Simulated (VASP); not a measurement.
Here is a VASP 6.6.1 calculation.

The input INCAR:

```
SYSTEM = SiO2
PREC = Accurate
ENCUT = 520
EDIFF = 1E-6
ISMEAR = 0
SIGMA = 0.01
LREAL = .FALSE.
LASPH = .TRUE.
NELM = 80
ALGO = Normal
ISIF = 2
LWAVE = .FALSE.
LCHARG = .TRUE.
GGA = B5
ALDAX = 1.0
AGGAX = 1.0
AGGAC = 1.0
ALDAC = 0.0
LELF = .TRUE.
LVHAR = .TRUE.
NBANDS = 44
```

KPOINTS

```
regular mesh
0
G
  4 4 3
  0 0 0
```

POSCAR

```
SiO2
1.0
    5.1582349412      0.0000000000      0.0000000000
    0.0000000000      5.1582349412      0.0000000000
    0.0000000000      0.0000000000      7.2374335332
Si O
4 8
Direct
    0.2854705983      0.2854705983      0.0000000000
    0.2145294017      0.7854705983      0.2500000000
    0.7145294017      0.7145294017      0.5000000000
    0.7854705983      0.2145294017      0.7500000000
    0.2441359675      0.0757224714      0.1650119527
    0.4242775286      0.7441359675      0.4150119527
    0.7558640325      0.9242775286      0.6650119527
    0.5757224714      0.2558640325      0.9150119527
    0.7441359675      0.4242775286      0.5849880473
    0.9242775286      0.7558640325      0.3349880473
    0.2558640325      0.5757224714      0.0849880473
    0.0757224714      0.2441359675      0.8349880473
```

Potentials or basis: VASP PAW PBE potentials, release 64 (Si, O).

Command:

```console
$ cat potpaw_PBE.64/Si/POTCAR potpaw_PBE.64/O/POTCAR > POTCAR
$ mpirun -np 1 vasp_std > vasp.out
```

Task: Predict the pressure.

Result: 0.6 GPa.

Task: Predict the band gap on the k mesh.

Result: 5.45 eV.

Task: Predict the largest force.

Result: 0.029 eV/Å.

Forces in eV/Å, atoms in the order of the input:
```
Si   0.011  0.011  0.000
Si  -0.011  0.011  0.000
Si  -0.011 -0.011  0.000
Si   0.011 -0.011  0.000
O   -0.002  0.017  0.023
O   -0.017 -0.002  0.023
O    0.002 -0.017  0.023
O    0.017  0.002  0.023
O   -0.002 -0.017 -0.023
O   -0.017  0.002 -0.023
O    0.002  0.017 -0.023
O    0.017 -0.002 -0.023
```

Caveat: the PAW data sets were made with another functional, which shifts forces and pressure a little.
